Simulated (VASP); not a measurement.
# CdTe (F-43m) in VASP: notebook, part 2 of 2

VASP 6.6.1.

### Step 4. Single point, HSE06

Input file POSCAR:

```
CdTe
1.0
    0.0000000000      3.2799551166      3.2799551166
    3.2799551166      0.0000000000      3.2799551166
    3.2799551166      3.2799551166      0.0000000000
Cd Te
1 1
Direct
    0.0000000000      0.0000000000      0.0000000000
    0.2500000000      0.2500000000      0.2500000000
```

Input file INCAR.step1:

```
SYSTEM = CdTe
PREC = Accurate ; ENCUT = 520
EDIFF = 1E-5 ; ISMEAR = 0
SIGMA = 0.01 ; LREAL = .False.
LASPH = .True. ; NELM = 80
ALGO = Normal ; ISIF = 2
LWAVE = .True. ; LCHARG = .False.
NBANDS = 16 ; GGA = PE
```

Input file INCAR.step2:

```
SYSTEM = CdTe
PREC = Accurate ; ENCUT = 520
EDIFF = 1E-6 ; ISMEAR = 0
SIGMA = 0.01 ; LREAL = .False.
LASPH = .True. ; NELM = 80
ALGO = Normal ; ISIF = 2
LWAVE = .False. ; LCHARG = .False.
GGA = PE ; LHFCALC = .True.
HFSCREEN = 0.2079 ; PRECFOCK = Normal
NBANDS = 16 ; ISTART = 1
```

Input file KPOINTS:

```
Automatic mesh
0
Gamma
  4 4 4
  0 0 0
```

Potentials or basis: VASP PAW PBE potentials, release 64 (Cd, Te).

Command:

```sh
$ cat potpaw_PBE.64/Cd/POTCAR potpaw_PBE.64/Te/POTCAR > POTCAR
$ cp INCAR.step1 INCAR
$ mpirun -np 1 vasp_std > vasp.out
$ cp INCAR.step2 INCAR
$ mpirun -np 1 vasp_std > vasp.out
```

OUTCAR:

```text
SYSTEM = CdTe
   PREC = Accurate
   ENCUT = 520
   EDIFF = 1E-6
   ISMEAR = 0
   LREAL = .False.
   LASPH = .True.
   NELM = 80
   ISIF = 2
   GGA = PE
   LHFCALC = .True.
   HFSCREEN = 0.2079
   PRECFOCK = Normal
   ISTART = 1

 ion  position               nearest neighbor table
   1  0.000  0.000  0.000-   2 2.84   2 2.84   2 2.84   2 2.84
   2  0.250  0.250  0.250-   1 2.84   1 2.84   1 2.84   1 2.84

  LATTYP: Found a face centered cubic cell.
 ALAT       =     6.5599102332

  Lattice vectors:

 A1 = (   0.0000000000,   3.2799551166,   3.2799551166)
 A2 = (   3.2799551166,   0.0000000000,   3.2799551166)
 A3 = (   3.2799551166,   3.2799551166,   0.0000000000)

Analysis of symmetry for initial positions (statically):
=====================================================================
 Subroutine PRICEL returns:
 Original cell was already a primitive cell.

 Routine SETGRP: Setting up the symmetry group for a
 face centered cubic supercell.

 Subroutine GETGRP returns: Found 24 space group operations
 (whereof 24 operations were pure point group operations)
 out of a pool of 48 trial point group operations.

The static configuration has the point symmetry T_d .

Analysis of symmetry for dynamics (positions and initial velocities):
=====================================================================
 Subroutine PRICEL returns:
 Original cell was already a primitive cell.

 Routine SETGRP: Setting up the symmetry group for a
 face centered cubic supercell.

 Subroutine GETGRP returns: Found 24 space group operations
 (whereof 24 operations were pure point group operations)
 out of a pool of 48 trial point group operations.

The dynamic configuration has the point symmetry T_d .

 Subroutine INISYM returns: Found 24 space group operations
 (whereof 24 operations are pure point group operations),
 and found     1 'primitive' translations

----------------------------------------------------------------------------------------

                                     Primitive cell

  volume of cell :      70.5722

  direct lattice vectors                    reciprocal lattice vectors
     0.000000000  3.279955117  3.279955117    -0.152441110  0.152441110  0.152441110
     3.279955117  0.000000000  3.279955117     0.152441110 -0.152441110  0.152441110
     3.279955117  3.279955117  0.000000000     0.152441110  0.152441110 -0.152441110

  length of vectors
     4.638557010  4.638557010  4.638557010     0.264035748  0.264035748  0.264035748

  position of ions in fractional coordinates (direct lattice)
     0.000000000  0.000000000  0.000000000
     0.250000000  0.250000000  0.250000000

  ion indices of the primitive-cell ions
   primitive index   ion index
                 1           1
                 2           2

----------------------------------------------------------------------------------------

 KPOINTS: Automatic mesh

Automatic generation of k-mesh.
 Grid dimensions read from file:
 generate k-points for:    4    4    4

 Generating k-lattice:
[... 21 lines left out ...]
  0.500000  0.000000  0.000000      4.000000
  0.250000  0.250000  0.000000      6.000000
  0.500000  0.250000  0.000000     24.000000
 -0.250000  0.250000  0.000000     12.000000
  0.500000  0.500000  0.000000      3.000000
 -0.250000  0.500000  0.250000      6.000000
   k-points           NKPTS =      8   k-points in BZ     NKDIM =     64   number of bands    NBANDS=     16
   number of dos      NEDOS =    301   number of ions     NIONS =      2
   total plane-waves  NPLWV =  46656
   dimension x,y,z NGX =    36 NGY =   36 NGZ =   36
   dimension x,y,z NGXF=    72 NGYF=   72 NGZF=   72
   ions per type =               1   1
   NGX,Y,Z   is equivalent  to a cutoff of  12.90, 12.90, 12.90 a.u.
   NGXF,Y,Z  is equivalent  to a cutoff of  25.80, 25.80, 25.80 a.u.
 SYSTEM =  CdTe
   PREC   = accura    normal or accurate (medium, high low for compatibility)
   ISTART =      1    job   : 0-new  1-cont  2-samecut
   ICHARG =      0    charge: 1-file 2-atom 10-const
   ISPIN  =      1    spin polarized calculation?
   LNONCOLLINEAR =      F non collinear calculations
   LSORBIT =      F    spin-orbit coupling
   LASPH  =      T    aspherical Exc in radial PAW
   ENCUT  =  520.0 eV  38.22 Ry    6.18 a.u.   8.62  8.62  8.62*2*pi/ulx,y,z
   NELM   =     80;   NELMIN=  2; NELMDL=  0     # of ELM steps
   EDIFF  = 0.1E-05   stopping-criterion for ELM
   LREAL  =      F    real-space projection
   EDIFFG = 0.1E-04   stopping-criterion for IOM
   NSW    =      0    number of steps for IOM
   IBRION =     -1    ionic relax: 0-MD 1-quasi-New 2-CG
   NFREE  =      0    steps in history (QN), initial steepest desc. (CG)
   ISIF   =      2    stress and relaxation
   ISYM   =      3    0-nonsym 1-usesym 2-fastsym
   POTIM  = 0.5000    time-step for ionic-motion
   TEBEG  =    0.0;   TEEND  =   0.0 temperature during run
   PSTRESS=    0.0 pullay stress
   NELECT =      18.0000    total number of electrons
   NUPDOWN=      -1.0000    fix difference up-down
   EMIN   =  10.00;   EMAX   =-10.00  energy-range for DOS
   EFERMI =   0.00;   METHOD = LEGACY
   ISMEAR =     0;   SIGMA  =   0.01  broadening in eV -4-tet -1-fermi 0-gaus
   EFERMI_NEDOS =   21; number of points for ismear=-14 and -15
   IALGO  =     38    algorithm
   IMIX   =      1    mixing-type and parameters
     AMIX     =   0.40;   BMIX     =  1.00
     AMIX_MAG =   1.60;   BMIX_MAG =  1.00
  volume/ion in A,a.u.               =      35.29       238.12
  Fermi-wavevector in a.u.,A,eV,Ry     =   1.038216  1.961944 14.665621  1.077893
  Thomas-Fermi vector in A             =   2.172690
   LORBIT       =      0    0 simple, 1 ext, 2 COOP (PROOUT), +10 PAW based schemes
   GGA     = PE    functional components
   LHFCALC =     T    Hartree Fock is set to
   PRECFOCK=normal    Normal, Fast or Accurate (Low or Medium for compatibility)
   ENCUT4O =  -1.0   cutoff for four orbital integrals eV
   NKREDX  =     1    reduce k-point grid by
   NKREDY  =     1    reduce k-point grid by
   NKREDZ  =     1    reduce k-point grid by
   AEXX    =    0.2500 exact exchange contribution
   HFSCREEN=    0.2079 screening length (either q_TF or 0.3 A-1)
   HFSCREENC=   0.2079 screening length for correlation (either q_TF or 0.3 A-1)
   ENCUTFOCK=  -1.0 apply spherical cutoff to Coloumb kernel
   IVDW    =     0    specifies the selected vdW correction
   LEPSILON=     F    determine dielectric tensor
   LRPA    =     F    only Hartree local field effects (RPA)
 non-spin polarized calculation
 Gauss-broadening in eV      SIGMA  =   0.01
  energy-cutoff  :      520.00
  volume of cell :       70.57
 maximum number of plane-waves:      1924
 NGX is ok and might be reduce to    36
  NGX = 28; NGY = 28; NGZ = 28

 number of electron      18.0000006 magnetization

 Free energy of the ion-electron system (eV)
  ---------------------------------------------------
  ext. energy  EPLUGINS =         0.00000000
  ---------------------------------------------------
  free energy    TOTEN  =        -5.99420438 eV

  energy without entropy =       -5.99420438  energy(sigma->0) =       -5.99420438

 E-fermi :   1.5812     XC(G=0):  -7.0331

 val. band max:        1.5290138133   @ k =   0.0000   0.0000   0.0000
 cond. band min:       2.9730904441   @ k =   0.0000   0.0000   0.0000
 fundamental gap:      1.4440766308
 Fermi energy:         1.5811851706

 k-point     1 :       0.0000    0.0000    0.0000
  band No.  band energies     occupation
      1     -10.3855      2.00000
      2      -7.9646      2.00000
      3      -7.9646      2.00000
      4      -7.9646      2.00000
      5      -7.7275      2.00000
      6      -7.7275      2.00000
[... 129 lines left out ...]
      3      -7.8470      2.00000
      4      -7.7543      2.00000
      5      -7.7259      2.00000
      6      -7.0657      2.00000
[... 8 lines left out ...]
     15      13.6353      0.00000
     16      13.7761      0.00000

------------------------ aborting loop because EDIFF is reached ----------------------------------------

  FORCE on cell =-STRESS in cart. coord.  units (eV):
  Direction    XX          YY          ZZ          XY          YZ          ZX
  --------------------------------------------------------------------------------------
  -------------------------------------------------------------------------------------
  Total        0.0919046      0.0919046      0.0919046     -0.0000000      0.0000000     -0.0000000
  in kB        2.0864796      2.0864796      2.0864796     -0.0000000      0.0000000     -0.0000000
  external PRESSURE =       2.0864796 kB  Pullay stress =       0.0000000 kB

 VOLUME and BASIS-vectors are now :
 -----------------------------------------------------------------------------
  energy-cutoff  :      520.00
  volume of cell :       70.57
      direct lattice vectors                 reciprocal lattice vectors
     0.000000000  3.279955117  3.279955117    -0.152441110  0.152441110  0.152441110
     3.279955117  0.000000000  3.279955117     0.152441110 -0.152441110  0.152441110
     3.279955117  3.279955117  0.000000000     0.152441110  0.152441110 -0.152441110

 POSITION                                       TOTAL-FORCE (eV/Angst)
 -----------------------------------------------------------------------------------
      0.00000      0.00000      0.00000         0.000000      0.000000      0.000000
      1.63998      1.63998      1.63998        -0.000000     -0.000000     -0.000000
 -----------------------------------------------------------------------------------
    total drift:                               -0.000002      0.000003     -0.000000

  FREE ENERGIE OF THE ION-ELECTRON SYSTEM (eV)
  ---------------------------------------------------
  free  energy   TOTEN  =        -5.9942043793 eV

  energy  without entropy=       -5.9942043793  energy(sigma->0) =       -5.99420438
```

Wall time 12 min (1 thread of Intel Xeon 6975P-C, shared host); peak memory 0.32 GiB.

Results:

| Quantity | Value |
| --- | --- |
| Free energy | -5.9942 eV |
| Pressure | 0.2 GPa |
| Band gap on the k mesh | 1.44 eV, direct |

Caveat: the PAW data sets were made with another functional, which shifts forces and pressure a little; spin-orbit coupling is left out, which moves the levels of the heavy elements.

### Step 5. Summary

| level | k mesh | grid for exact exchange (PRECFOCK) | screening parameter | gap on the mesh (eV) | pressure (GPa) |
| --- | --- | --- | --- | --- | --- |
| r2SCAN | 4 × 4 × 4 | - | - | 1.14 | 0.3 |
| PBE | 6 × 6 × 6 | - | - | 0.66 | 1.1 |
| HSE06 | 4 × 4 × 4 | Normal | 0.2079 1/Å | 1.44 | 0.2 |

Alike in all rows: task single point; potentials or basis VASP PAW PBE potentials, release 64 (Cd, Te); no spin polarisation; cell as given; cutoff (eV) 520; smearing gaussian 0.01 eV.

On the cell as given the gap runs from 0.66 eV (PBE) to 1.44 eV (HSE06); the meshes differ, which moves gaps too. The pressure there spans 0.2 GPa (HSE06) to 1.1 GPa (PBE); a positive pressure means that this level wants a larger cell, a negative one a smaller.

Caveats: spin-orbit coupling is left out, which moves the levels of the heavy elements; the PAW data sets were made with another functional, which shifts forces and pressure a little (some runs).

Total energies depend on the potentials used, so only differences within one code and one set of settings carry meaning.
